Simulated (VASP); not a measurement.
# SrCd in VASP: a series of runs, part 2 of 3

VASP 6.6.1.

**3. Electric field gradients, LDA (equal xx and yy strain of -2 %)**

INCAR

```
SYSTEM = SrCd
PREC = Accurate ; ENCUT = 520
EDIFF = 1E-8 ; ISMEAR = -1
SIGMA = 0.08 ; LREAL = .FALSE.
LASPH = .TRUE. ; NELM = 80
ALGO = Normal ; ISIF = 2
LWAVE = .FALSE. ; LCHARG = .FALSE.
LEFG = .TRUE. ; NBANDS = 18
```

KPOINTS

```
Automatic mesh
0
G
  10 10 10
  0 0 0
```

POSCAR

```
SrCd
1.0
    3.9229400000      0.0000000000      0.0000000000
    0.0000000000      3.9229400000      0.0000000000
    0.0000000000      0.0000000000      4.0030000000
Sr Cd
1 1
Direct
    0.5000000000      0.5000000000      0.5000000000
    0.0000000000      0.0000000000      0.0000000000
```

Potentials or basis: VASP PAW LDA potentials, release 64 (Sr_sv, Cd).

Run with:

```bash
$ cat potpaw_LDA.64/Sr_sv/POTCAR potpaw_LDA.64/Cd/POTCAR > POTCAR
$ mpirun -np 1 vasp_std > vasp.out
```

OUTCAR:

```text
SYSTEM = SrCd
   PREC = Accurate
   ENCUT = 520
   EDIFF = 1E-8
   ISMEAR = -1
   LREAL = .FALSE.
   LASPH = .TRUE.
   NELM = 80
   ISIF = 2

 ion  position               nearest neighbor table
   1  0.500  0.500  0.500-   2 3.42   2 3.42   2 3.42   2 3.42   2 3.42   2 3.42   2 3.42   2 3.42

   2  0.000  0.000  0.000-   1 3.42   1 3.42   1 3.42   1 3.42   1 3.42   1 3.42   1 3.42   1 3.42

  LATTYP: Found a simple tetragonal cell.
 ALAT       =     3.9229400000
 C/A-ratio  =     1.0204081633

  Lattice vectors:

 A1 = (   3.9229400000,   0.0000000000,   0.0000000000)
 A2 = (   0.0000000000,   3.9229400000,   0.0000000000)
 A3 = (   0.0000000000,   0.0000000000,   4.0030000000)

Analysis of symmetry for initial positions (statically):
=====================================================================
 Subroutine PRICEL returns:
 Original cell was already a primitive cell.

 Routine SETGRP: Setting up the symmetry group for a
 simple tetragonal supercell.

 Subroutine GETGRP returns: Found 16 space group operations
 (whereof 16 operations were pure point group operations)
 out of a pool of 16 trial point group operations.

The static configuration has the point symmetry D_4h.

Analysis of symmetry for dynamics (positions and initial velocities):
=====================================================================
 Subroutine PRICEL returns:
 Original cell was already a primitive cell.

 Routine SETGRP: Setting up the symmetry group for a
 simple tetragonal supercell.

 Subroutine GETGRP returns: Found 16 space group operations
 (whereof 16 operations were pure point group operations)
 out of a pool of 16 trial point group operations.

The dynamic configuration has the point symmetry D_4h.

 Subroutine INISYM returns: Found 16 space group operations
 (whereof 16 operations are pure point group operations),
 and found     1 'primitive' translations

----------------------------------------------------------------------------------------

                                     Primitive cell

  volume of cell :      61.6040

  direct lattice vectors                    reciprocal lattice vectors
     3.922940000  0.000000000  0.000000000     0.254910858  0.000000000  0.000000000
     0.000000000  3.922940000  0.000000000     0.000000000  0.254910858  0.000000000
     0.000000000  0.000000000  4.003000000     0.000000000  0.000000000  0.249812641

  length of vectors
     3.922940000  3.922940000  4.003000000     0.254910858  0.254910858  0.249812641

  position of ions in fractional coordinates (direct lattice)
     0.500000000  0.500000000  0.500000000
     0.000000000  0.000000000  0.000000000

  ion indices of the primitive-cell ions
   primitive index   ion index
                 1           1
                 2           2

----------------------------------------------------------------------------------------

 KPOINTS: Automatic mesh

Automatic generation of k-mesh.
 Grid dimensions read from file:
 generate k-points for:   10   10   10

 Generating k-lattice:
[... 69 lines left out ...]
   ISYM   =      2    0-nonsym 1-usesym 2-fastsym
   POTIM  = 0.5000    time-step for ionic-motion
   TEBEG  =    0.0;   TEEND  =   0.0 temperature during run
   PSTRESS=    0.0 pullay stress
   NELECT =      22.0000    total number of electrons
   NUPDOWN=      -1.0000    fix difference up-down
   EMIN   =  10.00;   EMAX   =-10.00  energy-range for DOS
   EFERMI =   0.00;   METHOD = LEGACY
   ISMEAR =    -1;   SIGMA  =   0.08  broadening in eV -4-tet -1-fermi 0-gaus
   EFERMI_NEDOS =   21; number of points for ismear=-14 and -15
   IALGO  =     38    algorithm
   IMIX   =      4    mixing-type and parameters
     AMIX     =   0.40;   BMIX     =  1.00
     AMIX_MAG =   1.60;   BMIX_MAG =  1.00
  volume/ion in A,a.u.               =      30.80       207.86
  Fermi-wavevector in a.u.,A,eV,Ry     =   1.161483  2.194884 18.354832  1.349042
  Thomas-Fermi vector in A             =   2.298054
   LORBIT       =      0    0 simple, 1 ext, 2 COOP (PROOUT), +10 PAW based schemes
   GGA     = CA    functional components
   LHFCALC =     F    Hartree Fock is set to
   AEXX    =    0.0000 exact exchange contribution
   IVDW    =     0    specifies the selected vdW correction
   LEPSILON=     F    determine dielectric tensor
   LRPA    =     F    only Hartree local field effects (RPA)
 non-spin polarized calculation
  energy-cutoff  :      520.00
  volume of cell :       61.60
 maximum number of plane-waves:      1687
 NGX is ok and might be reduce to    30
   NGX = 15   NGY = 15   NGZ = 15

 number of electron      22.0000007 magnetization

 Free energy of the ion-electron system (eV)
  ---------------------------------------------------
  ext. energy  EPLUGINS =         0.00000000
  ---------------------------------------------------
  free energy    TOTEN  =        -4.12271053 eV

  energy without entropy =       -4.09704420  energy(sigma->0) =       -4.10987737

 E-fermi :   2.2523     XC(G=0):  -9.6077

 val. band max:        2.2472523941   @ k =   0.4000   0.3000   0.3000
 cond. band min:       2.2591070950   @ k =   0.5000   0.0000   0.5000
 fundamental gap:      0.0118547009
 Fermi energy:         2.2523307245

 k-point     1 :       0.0000    0.0000    0.0000
  band No.  band energies     occupation
      1     -33.2409      2.00000
      2     -15.2869      2.00000
      3     -15.2720      2.00000
      4     -15.2720      2.00000
      5      -6.4239      2.00000
      6      -6.4193      2.00000
[... 481 lines left out ...]
      5      -6.3982      2.00000
      6      -6.3449      2.00000
[... 10 lines left out ...]
     17       8.3201      0.00000
     18       9.2883      0.00000

 [... further k-points ...]

------------------------ aborting loop because EDIFF is reached ----------------------------------------

  FORCE on cell =-STRESS in cart. coord.  units (eV):
  Direction    XX          YY          ZZ          XY          YZ          ZX
  --------------------------------------------------------------------------------------
  -------------------------------------------------------------------------------------
  Total       -0.2770743     -0.2770743     -0.4996663      0.0000000     -0.0000000     -0.0000000
  in kB       -7.2060606     -7.2060606    -12.9951614      0.0000000     -0.0000000     -0.0000000
  external PRESSURE =      -9.1357609 kB  Pullay stress =       0.0000000 kB

 VOLUME and BASIS-vectors are now :
 -----------------------------------------------------------------------------
  energy-cutoff  :      520.00
  volume of cell :       61.60
      direct lattice vectors                 reciprocal lattice vectors
     3.922940000  0.000000000  0.000000000     0.254910858  0.000000000  0.000000000
     0.000000000  3.922940000  0.000000000     0.000000000  0.254910858  0.000000000
     0.000000000  0.000000000  4.003000000     0.000000000  0.000000000  0.249812641

 POSITION                                       TOTAL-FORCE (eV/Angst)
 -----------------------------------------------------------------------------------
      1.96147      1.96147      2.00150         0.000000      0.000000      0.000000
      0.00000      0.00000      0.00000         0.000000      0.000000      0.000000
 -----------------------------------------------------------------------------------
    total drift:                                0.000000      0.000000     -0.000000

  FREE ENERGIE OF THE ION-ELECTRON SYSTEM (eV)
  ---------------------------------------------------
  free  energy   TOTEN  =        -4.1227105331 eV

  energy  without entropy=       -4.0970442006  energy(sigma->0) =       -4.10987737

 Electric field gradients (V/A^2)
---------------------------------------------------------------------
 ion       V_xx      V_yy      V_zz      V_xy      V_xz      V_yz
---------------------------------------------------------------------
   1       1.803     1.803    -3.606     0.000     0.000    -0.000
   2      -0.295    -0.295     0.589     0.000    -0.000    -0.000
---------------------------------------------------------------------

 Electric field gradients after diagonalization (V/A^2)
 (convention: |V_zz| > |V_xx| > |V_yy|)
----------------------------------------------------------------------
 ion       V_xx      V_yy      V_zz     asymmetry (V_yy - V_xx)/ V_zz
----------------------------------------------------------------------
   1       1.803     1.803    -3.606       0.000
   2      -0.295    -0.295     0.589       0.000
----------------------------------------------------------------------

           NMR quadrupolar parameters

 Cq : quadrupolar parameter    Cq=e*Q*V_zz/h
 eta: asymmetry parameters     (V_yy - V_xx)/ V_zz
 Q  : nuclear electric quadrupole moment in mb (millibarn)
----------------------------------------------------------------------
 ion       Cq(MHz)       eta       Q (mb)
----------------------------------------------------------------------
   1      -0.009       0.000       1.000
   2       0.001       0.000       1.000
----------------------------------------------------------------------
```

stdout:

```text
POSCAR found type information on POSCAR SrCd
 POSCAR found :  2 types and       2 ions
 scaLAPACK will be used
 LDA part: xc-table for (Slater(with rela. corr.)+CA(PZ))
 , standard interpolation
 POSCAR, INCAR and KPOINTS ok, starting setup
 FFT: planning ... GRIDC
 FFT: planning ... GRID_SOFT
 FFT: planning ... GRID
 WAVECAR not read
 entering main loop
ion   1

ion   2
```

Wall time 2.7 min (1 thread of Oxide Virtual Turin-like, shared host); peak memory 0.23 GiB.

What came out:

| Item | Value |
| --- | --- |
| Free energy | -4.1227 eV |
| Pressure | -0.9 GPa |
| Band gap on the k mesh | zero (band 11 reaches 3.57 eV, above the bottom of band 12 at 1.40 eV) |

Stress tensor (GPa, compression positive):
```
-0.72  0.00  0.00
 0.00 -0.72  0.00
 0.00  0.00 -1.30
```

Levels at points of the mesh, in eV from the Fermi level:
| k point | band 9 | band 10 | band 11 | band 12 | band 13 | band 14 |
| --- | --- | --- | --- | --- | --- | --- |
| (0.00, 0.00, 0.00) | -8.49 | -5.95 | 1.32 | 1.33 | 3.92 | 4.27 |
| (0.50, 0.00, 0.00) | -8.47 | -3.58 | -2.46 | 1.72 | 2.07 | 2.33 |
| (0.50, 0.50, 0.00) | -8.35 | -3.16 | 0.10 | 0.10 | 1.23 | 3.83 |
| (0.00, 0.00, 0.50) | -8.48 | -3.70 | -2.51 | 1.66 | 2.33 | 2.33 |
| (0.50, 0.00, 0.50) | -8.37 | -3.26 | 0.01 | 0.07 | 1.12 | 3.93 |
| (0.50, 0.50, 0.50) | -8.35 | -0.88 | -0.86 | -0.86 | -0.75 | 4.89 |

Electric field gradients, principal values (V/Å²):
| atom | least | middle | greatest (by size) |
| --- | --- | --- | --- |
| 1 Sr | 1.803 | 1.803 | -3.606 |
| 2 Cd | -0.295 | -0.295 | 0.589 |

Caveat: the cell differs from its parent crystal (equal xx and yy strain of -2 %); without QUAD_EFG the Cq values of the log hold for a quadrupole moment of 1 mb, not for the nuclei.

**4. Electric field gradients, LDA (equal xx and yy strain of -2 %)**

INCAR

```
ALGO = Normal
EDIFF = 1E-8
ENCUT = 520
ISIF = 2
ISMEAR = -1
LASPH = True
LCHARG = False
LEFG = True
LREAL = False
LWAVE = False
NBANDS = 18
NELM = 80
PREC = Accurate
SIGMA = 0.08
```

KPOINTS

```
k-points
0
Gamma
  10 10 10
```

POSCAR is that of step 3.

Potentials or basis: VASP PAW LDA potentials, release 64 (Sr_sv, Cd).

Run with:

```bash
$ cat potpaw_LDA.64/Sr_sv/POTCAR potpaw_LDA.64/Cd/POTCAR > POTCAR
$ mpirun -np 1 vasp_std > vasp.out
```

OUTCAR:

```text
EDIFF = 1E-8
   ENCUT = 520
   ISIF = 2
   ISMEAR = -1
   LASPH = True
   LREAL = False
   NELM = 80
   PREC = Accurate

 ion  position               nearest neighbor table
   1  0.500  0.500  0.500-   2 3.42   2 3.42   2 3.42   2 3.42   2 3.42   2 3.42   2 3.42   2 3.42

   2  0.000  0.000  0.000-   1 3.42   1 3.42   1 3.42   1 3.42   1 3.42   1 3.42   1 3.42   1 3.42

  LATTYP: Found a simple tetragonal cell.
 ALAT       =     3.9229400000
 C/A-ratio  =     1.0204081633

  Lattice vectors:

 A1 = (   3.9229400000,   0.0000000000,   0.0000000000)
 A2 = (   0.0000000000,   3.9229400000,   0.0000000000)
 A3 = (   0.0000000000,   0.0000000000,   4.0030000000)

Analysis of symmetry for initial positions (statically):
=====================================================================
 Subroutine PRICEL returns:
 Original cell was already a primitive cell.

 Routine SETGRP: Setting up the symmetry group for a
 simple tetragonal supercell.

 Subroutine GETGRP returns: Found 16 space group operations
 (whereof 16 operations were pure point group operations)
[... 693 lines left out ...]
     0.000000000  3.922940000  0.000000000     0.000000000  0.254910858  0.000000000
     0.000000000  0.000000000  4.003000000     0.000000000  0.000000000  0.249812641

 POSITION                                       TOTAL-FORCE (eV/Angst)
 -----------------------------------------------------------------------------------
      1.96147      1.96147      2.00150         0.000000      0.000000      0.000000
      0.00000      0.00000      0.00000         0.000000      0.000000      0.000000
 -----------------------------------------------------------------------------------
    total drift:                                0.000000      0.000000     -0.000000

  FREE ENERGIE OF THE ION-ELECTRON SYSTEM (eV)
  ---------------------------------------------------
  free  energy   TOTEN  =        -4.1227105331 eV

  energy  without entropy=       -4.0970442006  energy(sigma->0) =       -4.10987737

 Electric field gradients (V/A^2)
---------------------------------------------------------------------
 ion       V_xx      V_yy      V_zz      V_xy      V_xz      V_yz
---------------------------------------------------------------------
   1       1.803     1.803    -3.606     0.000     0.000    -0.000
   2      -0.295    -0.295     0.589     0.000    -0.000    -0.000
---------------------------------------------------------------------

 Electric field gradients after diagonalization (V/A^2)
 (convention: |V_zz| > |V_xx| > |V_yy|)
----------------------------------------------------------------------
 ion       V_xx      V_yy      V_zz     asymmetry (V_yy - V_xx)/ V_zz
----------------------------------------------------------------------
   1       1.803     1.803    -3.606       0.000
   2      -0.295    -0.295     0.589       0.000
----------------------------------------------------------------------

           NMR quadrupolar parameters

 Cq : quadrupolar parameter    Cq=e*Q*V_zz/h
 eta: asymmetry parameters     (V_yy - V_xx)/ V_zz
 Q  : nuclear electric quadrupole moment in mb (millibarn)
----------------------------------------------------------------------
 ion       Cq(MHz)       eta       Q (mb)
----------------------------------------------------------------------
   1      -0.009       0.000       1.000
   2       0.001       0.000       1.000
----------------------------------------------------------------------
```

OSZICAR:

```text
N       E                     dE             d eps       ncg     rms          rms(c)
DAV:   1     0.136594912396E+03    0.13659E+03   -0.11344E+04  4624   0.113E+03
DAV:   2     0.239051189531E+01   -0.13420E+03   -0.13026E+03  4882   0.289E+02
DAV:   3    -0.417555486481E+01   -0.65661E+01   -0.65238E+01  7802   0.551E+01
DAV:   4    -0.427808458337E+01   -0.10253E+00   -0.10240E+00  5532   0.482E+00
DAV:   5    -0.427940578863E+01   -0.13212E-02   -0.13209E-02  6070   0.428E-01    0.175E+01
DAV:   6    -0.413410408566E+01    0.14530E+00   -0.48115E-01  5018   0.571E+00    0.924E+00
DAV:   7    -0.412400307638E+01    0.10101E-01   -0.39640E-02  5256   0.151E+00    0.157E+00
DAV:   8    -0.412276863434E+01    0.12344E-02   -0.50860E-03  6810   0.698E-01    0.218E-01
DAV:   9    -0.412269854435E+01    0.70090E-04   -0.37875E-04  6814   0.120E-01    0.281E-02
DAV:  10    -0.412270818151E+01   -0.96372E-05   -0.33296E-05  7068   0.279E-02    0.146E-02
DAV:  11    -0.412271044191E+01   -0.22604E-05   -0.28358E-06  5678   0.104E-02    0.903E-03
DAV:  12    -0.412271054543E+01   -0.10352E-06   -0.22065E-07  5808   0.295E-03    0.268E-03
DAV:  13    -0.412271053269E+01    0.12738E-07   -0.49508E-08  7390   0.103E-03    0.372E-04
DAV:  14    -0.412271053306E+01   -0.37016E-09   -0.99786E-10  2886   0.182E-04
   1 F= -.41227105E+01 E0= -.41098774E+01  d E =-.256663E-01
```

stdout:

```text
POSCAR found type information on POSCAR SrCd
 POSCAR found :  2 types and       2 ions
 scaLAPACK will be used
 LDA part: xc-table for (Slater(with rela. corr.)+CA(PZ))
 , standard interpolation
 POSCAR, INCAR and KPOINTS ok, starting setup
 FFT: planning ... GRIDC
 FFT: planning ... GRID_SOFT
 FFT: planning ... GRID
 WAVECAR not read
 entering main loop
ion   1

ion   2
```

Wall time 2.7 min (1 thread of Oxide Virtual Turin-like, shared host); peak memory 0.23 GiB.

Results:

```
Free energy            : -4.1227 eV
Pressure               : -0.9 GPa
Band gap on the k mesh : zero (band 11 reaches 3.57 eV, above the bottom of band 12 at 1.40 eV)
```

Electric field gradients, principal values (V/Å²):
```csv
atom,least,middle,greatest (by size)
1 Sr,1.803,1.803,-3.606
2 Cd,-0.295,-0.295,0.589
```

Caveat: the cell differs from its parent crystal (equal xx and yy strain of -2 %); without QUAD_EFG the Cq values of the log hold for a quadrupole moment of 1 mb, not for the nuclei.

(Part 2 of 3 ends here.)
